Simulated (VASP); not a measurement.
# BeCd3S4 (F-43m) in VASP: relaxation of cell and atoms with PBE

Aim: the relaxation of cell and atoms of BeCd3S4 with PBE.

Program: VASP 6.6.1. These are calculated values, not measurements. Logs are shortened: lines on timing, memory, paths and dates and some standing lists are left out, and cuts for length are marked.

## Step 1: The cell of the first run

Symmetry: F-43m, No. 216, cubic system. Conventional cell: a = 9.227 Å, b = 9.227 Å, c = 9.227 Å, α = 90.00°, β = 90.00°, γ = 90.00°. Be (site symmetry -43m) has 4 S at 1.57 Å within 2.1 Å. Within 5.0 Å of Cd (site symmetry -43m) lie 12 S at 3.77 Å and 10 Cd at 4.00 to 4.61 Å and 4 Be at 4.00 Å. Cd (site symmetry -43m) has 4 S at 2.42 Å within 3.2 Å. Within 5.1 Å of Cd (site symmetry -43m) lie 12 S at 3.92 Å and 8 Cd at 4.00 Å and 6 Be at 4.61 Å. Within 2.1 Å of S (site symmetry 3m) lie 1 Be at 1.57 Å.

The cell was built from a structure type or drawn by symmetry, and may not be a known phase.

## Step 2: Relaxation of cell and atoms, PBE

INCAR reads:

```
PREC = Accurate
ENCUT = 600
EDIFF = 1E-7
ISMEAR = 0
SIGMA = 0.15
LREAL = False
LASPH = True
NELM = 120
ALGO = Normal
ISIF = 3
LWAVE = False
LCHARG = False
GGA = PE
IBRION = 2
NSW = 36
EDIFFG = -0.08
GGA_COMPAT = False
NELMIN = 4
```

KPOINTS reads:

```
regular mesh
0
Gamma
  2 2 2
```

POSCAR reads:

```
BeCd3S4
1.0
    0.0000000000      4.6136170100      4.6136170100
    4.6136170100      0.0000000000      4.6136170100
    4.6136170100      4.6136170100      0.0000000000
Be Cd S
1 3 4
Direct
    0.2500000000      0.2500000000      0.2500000000
    0.5000000000      0.5000000000      0.5000000000
    0.0000000000      0.0000000000      0.0000000000
    0.7500000000      0.7500000000      0.7500000000
    0.1515736100      0.1515736100      0.1515736100
    0.1515736100      0.1515736100      0.5452791800
    0.1515736100      0.5452791800      0.1515736100
    0.5452791800      0.1515736100      0.1515736100
```

Potentials or basis: VASP PAW PBE potentials, release 64 (Be, Cd, S).

Command:

```
> cat potpaw_PBE.64/Be/POTCAR potpaw_PBE.64/Cd/POTCAR potpaw_PBE.64/S/POTCAR > POTCAR
> mpirun -np 1 vasp_std > vasp.out
```

OUTCAR:

```text
PREC = Accurate
   ENCUT = 600
   EDIFF = 1E-7
   ISMEAR = 0
   LREAL = False
   LASPH = True
   NELM = 120
   ISIF = 3
   GGA = PE
   IBRION = 2
   NSW = 36
   EDIFFG = -0.08
   NELMIN = 4

 ion  position               nearest neighbor table
   1  0.250  0.250  0.250-   5 1.57   6 1.57   7 1.57   8 1.57
   2  0.500  0.500  0.500-
   3  0.000  0.000  0.000-   6 2.42   7 2.42   8 2.42   5 2.42
   4  0.750  0.750  0.750-
   5  0.152  0.152  0.152-   1 1.57   3 2.42   6 2.57   7 2.57   8 2.57
   6  0.152  0.152  0.545-   1 1.57   3 2.42   5 2.57   7 2.57   8 2.57
   7  0.152  0.545  0.152-   1 1.57   3 2.42   5 2.57   6 2.57   8 2.57
   8  0.545  0.152  0.152-   1 1.57   3 2.42   5 2.57   6 2.57   7 2.57

  LATTYP: Found a face centered cubic cell.
 ALAT       =     9.2272340200

  Lattice vectors:

 A1 = (   0.0000000000,   4.6136170100,   4.6136170100)
 A2 = (   4.6136170100,   0.0000000000,   4.6136170100)
 A3 = (   4.6136170100,   4.6136170100,   0.0000000000)

Analysis of symmetry for initial positions (statically):
=====================================================================
 Subroutine PRICEL returns:
 Original cell was already a primitive cell.

 Routine SETGRP: Setting up the symmetry group for a
 face centered cubic supercell.

 Subroutine GETGRP returns: Found 24 space group operations
 (whereof 24 operations were pure point group operations)
 out of a pool of 48 trial point group operations.

The static configuration has the point symmetry T_d .

Analysis of symmetry for dynamics (positions and initial velocities):
=====================================================================
 Subroutine PRICEL returns:
 Original cell was already a primitive cell.

 Routine SETGRP: Setting up the symmetry group for a
 face centered cubic supercell.

 Subroutine GETGRP returns: Found 24 space group operations
 (whereof 24 operations were pure point group operations)
 out of a pool of 48 trial point group operations.

The dynamic configuration has the point symmetry T_d .

 Subroutine INISYM returns: Found 24 space group operations
 (whereof 24 operations are pure point group operations),
 and found     1 'primitive' translations

----------------------------------------------------------------------------------------

                                     Primitive cell

  volume of cell :     196.4059

  direct lattice vectors                    reciprocal lattice vectors
     0.000000000  4.613617010  4.613617010    -0.108374839  0.108374839  0.108374839
     4.613617010  0.000000000  4.613617010     0.108374839 -0.108374839  0.108374839
     4.613617010  4.613617010  0.000000000     0.108374839  0.108374839 -0.108374839

  length of vectors
     6.524639747  6.524639747  6.524639747     0.187710727  0.187710727  0.187710727

  position of ions in fractional coordinates (direct lattice)
     0.250000000  0.250000000  0.250000000
     0.500000000  0.500000000  0.500000000
     0.000000000  0.000000000  0.000000000
     0.750000000  0.750000000  0.750000000
     0.151573610  0.151573610  0.151573610
     0.151573610  0.151573610  0.545279180
     0.151573610  0.545279180  0.151573610
     0.545279180  0.151573610  0.151573610

  ion indices of the primitive-cell ions
   primitive index   ion index
                 1           1
                 2           2
                 3           3
                 4           4
                 5           5
                 6           6
                 7           7
                 8           8

----------------------------------------------------------------------------------------

 KPOINTS: regular mesh

Automatic generation of k-mesh.
 Grid dimensions read from file:
 generate k-points for:    2    2    2

 Generating k-lattice:

  Cartesian coordinates                     Fractional coordinates (reciprocal lattice)
    -0.054187419  0.054187419  0.054187419     0.500000000  0.000000000  0.000000000
     0.054187419 -0.054187419  0.054187419     0.000000000  0.500000000  0.000000000
     0.054187419  0.054187419 -0.054187419     0.000000000  0.000000000  0.500000000

  Length of vectors
     0.093855364  0.093855364  0.093855364

  Shift w.r.t. Gamma in fractional coordinates (k-lattice)
     0.000000000  0.000000000  0.000000000

 Subroutine IBZKPT returns following result:
 ===========================================

 Found      3 irreducible k-points:

 Following reciprocal coordinates:
            Coordinates               Weight
  0.000000  0.000000  0.000000      1.000000
  0.500000  0.000000  0.000000      4.000000
  0.500000  0.500000  0.000000      3.000000
   k-points           NKPTS =      3   k-points in BZ     NKDIM =      3   number of bands    NBANDS=     37
   number of dos      NEDOS =    301   number of ions     NIONS =      8
   total plane-waves  NPLWV = 157464
   dimension x,y,z NGX =    54 NGY =   54 NGZ =   54
   dimension x,y,z NGXF=   108 NGYF=  108 NGZF=  108
   ions per type =               1   3   4
   NGX,Y,Z   is equivalent  to a cutoff of  13.76, 13.76, 13.76 a.u.
   NGXF,Y,Z  is equivalent  to a cutoff of  27.52, 27.52, 27.52 a.u.
 SYSTEM =  unknown system
   PREC   = accura    normal or accurate (medium, high low for compatibility)
   ISTART =      0    job   : 0-new  1-cont  2-samecut
   ICHARG =      2    charge: 1-file 2-atom 10-const
   ISPIN  =      1    spin polarized calculation?
   LNONCOLLINEAR =      F non collinear calculations
   LSORBIT =      F    spin-orbit coupling
   LASPH  =      T    aspherical Exc in radial PAW
   ENCUT  =  600.0 eV  44.10 Ry    6.64 a.u.  13.03 13.03 13.03*2*pi/ulx,y,z
   NELM   =    120;   NELMIN=  4; NELMDL= -5     # of ELM steps
   EDIFF  = 0.1E-06   stopping-criterion for ELM
   LREAL  =      F    real-space projection
   EDIFFG = -.8E-01   stopping-criterion for IOM
   NSW    =     36    number of steps for IOM
   IBRION =      2    ionic relax: 0-MD 1-quasi-New 2-CG
   NFREE  =      1    steps in history (QN), initial steepest desc. (CG)
   ISIF   =      3    stress and relaxation
   ISYM   =      2    0-nonsym 1-usesym 2-fastsym
   POTIM  = 0.5000    time-step for ionic-motion
   TEBEG  =    0.0;   TEEND  =   0.0 temperature during run
   PSTRESS=    0.0 pullay stress
   NELECT =      62.0000    total number of electrons
   NUPDOWN=      -1.0000    fix difference up-down
   EMIN   =  10.00;   EMAX   =-10.00  energy-range for DOS
   EFERMI =   0.00;   METHOD = LEGACY
   ISMEAR =     0;   SIGMA  =   0.15  broadening in eV -4-tet -1-fermi 0-gaus
   EFERMI_NEDOS =   21; number of points for ismear=-14 and -15
   IALGO  =     38    algorithm
   IMIX   =      4    mixing-type and parameters
     AMIX     =   0.40;   BMIX     =  1.00
     AMIX_MAG =   1.60;   BMIX_MAG =  1.00
  volume/ion in A,a.u.               =      24.55       165.68
  Fermi-wavevector in a.u.,A,eV,Ry     =   1.114689  2.106457 16.905679  1.242532
  Thomas-Fermi vector in A             =   2.251287
   LORBIT       =      0    0 simple, 1 ext, 2 COOP (PROOUT), +10 PAW based schemes
   GGA     = PE    functional components
   LHFCALC =     F    Hartree Fock is set to
   AEXX    =    0.0000 exact exchange contribution
   IVDW    =     0    specifies the selected vdW correction
   LEPSILON=     F    determine dielectric tensor
   LRPA    =     F    only Hartree local field effects (RPA)
 conjugate gradient relaxation of ions
 non-spin polarized calculation
 Gauss-broadening in eV      SIGMA  =   0.15
  energy-cutoff  :      600.00
  volume of cell :      196.41
 maximum number of plane-waves:      6567
 NGX is ok and might be reduce to    54
   NGX = 27   NGY = 27   NGZ = 27

--------------------------------------- Ionic step        1  -------------------------------------------

 number of electron      61.9999992 magnetization

 Free energy of the ion-electron system (eV)
  ---------------------------------------------------
  ext. energy  EPLUGINS =         0.00000000
  ---------------------------------------------------
  free energy    TOTEN  =       -10.67883586 eV

  energy without entropy =      -10.49114410  energy(sigma->0) =      -10.58498998

 E-fermi :   1.5408     XC(G=0):  -8.8321

 val. band max:        1.5358989430   @ k =   0.5000   0.5000   0.0000
 cond. band min:       1.5942099896   @ k =   0.5000   0.5000   0.0000
 fundamental gap:      0.0583110465
 Fermi energy:         1.5407877353

 k-point     1 :       0.0000    0.0000    0.0000
  band No.  band energies     occupation
      1     -13.7802      2.00000
      2     -11.2452      2.00000
      3     -11.2452      2.00000
      4     -11.2452      2.00000
      5      -6.9556      2.00000
      6      -6.9556      2.00000
[... 341 lines left out ...]
 POSITION                                       TOTAL-FORCE (eV/Angst)
 -----------------------------------------------------------------------------------
      2.56417      2.56417      2.56417        -0.000000     -0.000000      0.000000
      5.12835      5.12835      5.12835        -0.000000     -0.000000      0.000000
      5.12835      0.00000      5.12835        -0.000000     -0.000000      0.000000
      7.69252      7.69252      7.69252        -0.000000     -0.000000      0.000000
      1.40403      1.40403      1.40403         0.145293      0.145293      0.145293
      3.72432      3.72432      1.40403        -0.145293     -0.145293      0.145293
      3.72432      1.40403      3.72432        -0.145293      0.145293     -0.145293
      1.40403      3.72432      3.72432         0.145293     -0.145293     -0.145293
 -----------------------------------------------------------------------------------
    total drift:                               -0.000059     -0.000059     -0.000059

  FREE ENERGIE OF THE ION-ELECTRON SYSTEM (eV)
  ---------------------------------------------------
  free  energy   TOTEN  =       -18.9280804936 eV

  energy  without entropy=      -18.6501068361  energy(sigma->0) =      -18.78909366

--------------------------------------- Ionic step        7  -------------------------------------------

 number of electron      62.0000022 magnetization

 Free energy of the ion-electron system (eV)
  ---------------------------------------------------
  ext. energy  EPLUGINS =         0.00000000
  ---------------------------------------------------
  free energy    TOTEN  =       -18.94379243 eV

  energy without entropy =      -18.66981187  energy(sigma->0) =      -18.80680215

 E-fermi :  -0.9052     XC(G=0):  -7.4116

 val. band max:       -0.9445036061   @ k =   0.5000   0.0000   0.0000
 cond. band min:      -0.8965329212   @ k =   0.5000   0.5000   0.0000
 fundamental gap:      0.0479706849
 Fermi energy:        -0.9052222010

 k-point     1 :       0.0000    0.0000    0.0000
  band No.  band energies     occupation
      1     -13.1391      2.00000
      2     -12.2415      2.00000
      3     -12.2415      2.00000
      4     -12.2415      2.00000
      5      -8.5236      2.00000
      6      -8.5236      2.00000
[... 131 lines left out ...]
 POSITION                                       TOTAL-FORCE (eV/Angst)
 -----------------------------------------------------------------------------------
      2.58693      2.58693      2.58693         0.000000      0.000000      0.000000
      5.17386      5.17386      5.17386         0.000000      0.000000      0.000000
      0.00000      5.17386      5.17386         0.000000      0.000000      0.000000
      7.76079      7.76079      7.76079         0.000000      0.000000      0.000000
      1.42315      1.42315      1.42315         0.040398      0.040398      0.040398
      3.75071      3.75071      1.42315        -0.040398     -0.040398      0.040398
      3.75071      1.42315      3.75071        -0.040398      0.040398     -0.040398
      1.42315      3.75071      3.75071         0.040398     -0.040398     -0.040398
 -----------------------------------------------------------------------------------
    total drift:                               -0.000059     -0.000059     -0.000059

  FREE ENERGIE OF THE ION-ELECTRON SYSTEM (eV)
  ---------------------------------------------------
  free  energy   TOTEN  =       -18.9437924254 eV

  energy  without entropy=      -18.6698118672  energy(sigma->0) =      -18.80680215

 reached required accuracy - stopping structural energy minimisation
```

Run time: 5.5 min. Hardware: 1 thread of Intel Xeon Platinum 8488C (Sapphire Rapids), shared host; peak memory 0.42 GiB.

Results:

```yaml
Free_energy: -18.9438 eV
Relaxed_volume: 34.62 Å³/atom
Relaxed_cell: a = 7.317 Å, b = 7.317 Å, c = 7.317 Å, α = 60.00°, β = 60.00°, γ = 60.00°
Space_group_after_relaxing_to_0.1_Å: F-43m (No. 216)
Energy_gained_by_relaxing: 1033.1 meV/atom
Ionic_steps: 7
Pressure_after_relaxing: -0.1 GPa
Largest_force_after_relaxing: 0.070 eV/Å
Band_gap_on_the_k_mesh: zero (bands 31 and 32 overlap by 0.13 eV)
```

Forces in eV/Å, atoms in the order of the input:
```
Be   0.000  0.000  0.000
Cd   0.000  0.000  0.000
Cd   0.000  0.000  0.000
Cd   0.000  0.000  0.000
S    0.040  0.040  0.040
S   -0.040 -0.040  0.040
S   -0.040  0.040 -0.040
S    0.040 -0.040 -0.040
```

The path:
```
step  energy change (eV)  largest force (eV/Å)  pressure (GPa)  volume (Å³)
   1              0.0000               12.1482           23.86       196.41
   2             -2.9954                6.2336            2.42       319.74
   3             -7.6049                2.1642            3.70       246.07
   4             -7.6423                1.9084            3.98       243.68
   5             -7.6677                1.4881            4.48       240.01
   6             -8.2492                0.2517            0.50       269.75
   7             -8.2650                0.0700           -0.11       277.00
```

Final structure:
```yaml
crystal:
  lattice:
    - [0.00000, 5.17386, 5.17386]
    - [5.17386, 0.00000, 5.17386]
    - [5.17386, 5.17386, 0.00000]
  atoms:
    - { symbol: Be, position: [0.25000, 0.25000, 0.25000] }
    - { symbol: Cd, position: [0.50000, 0.50000, 0.50000] }
    - { symbol: Cd, position: [0.00000, 0.00000, 0.00000] }
    - { symbol: Cd, position: [0.75000, 0.75000, 0.75000] }
    - { symbol: S, position: [0.13753, 0.13753, 0.13753] }
    - { symbol: S, position: [0.13753, 0.13753, 0.58740] }
    - { symbol: S, position: [0.13753, 0.58740, 0.13753] }
    - { symbol: S, position: [0.58740, 0.13753, 0.13753] }
```

Caveat: the k points lie up to 0.53 Å⁻¹ apart in the final cell; the volume moved by over 15 % at a fixed basis, so the end points are rough; semilocal functionals underestimate gaps, so a narrow gap can read as zero; the relaxation stopped at a loose force limit of 0.08 eV/Å, so its end isn't a converged minimum.
